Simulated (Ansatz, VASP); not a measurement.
Ge3N in VASP and in Ansatz

```xyz
4
Lattice="0.0000 3.3799 3.3799 3.3799 0.0000 3.3799 3.3799 3.3799 0.0000" Properties=species:S:1:pos:R:3 pbc="T T T"
Ge    1.6899    1.6899    1.6899
Ge    5.0698    5.0698    5.0698
Ge    3.3799    3.3799    3.3799
N     0.0000    0.0000    0.0000
```

Change from the starting cell: species swapped into the Li3Sn type (Fm-3m, No. 225).

Alike in both runs: task relaxation of cell and atoms; functional PBE; k mesh 4 × 4 × 4; occupations gaussian, width 0.1 eV; no spin polarisation.

```csv
,VASP,Ansatz
version,VASP 6.6.1,Ansatz 0.2.0
potentials or method,"VASP PAW PBE potentials, release 64 (Ge_d, N), cutoff 600 eV","scalar-relativistic, plane waves, PAW"
valence electrons in the cell,47,47
```

|  | VASP | Ansatz | Ansatz less VASP |
| --- | --- | --- | --- |
| gap on the k mesh at the Fermi level, each at its own relaxed structure (eV) | none | none | - |
| relaxed volume (Å³/atom) | 15.33 | 15.35 | +0.018 |
| relaxed length of the cell vector where the two differ most in proportion (Å) | 4.426 | 4.428 | +0.0018 |

A gap of «none» marks a metal or a gap that the smearing closes.

The k mesh is coarse, so the values compare programs but aren't converged. Noted on VASP's run: the volume moved by over 15 % at a fixed basis, so the end points are rough; too few bands were computed for a metal, which touches its energy and stress.
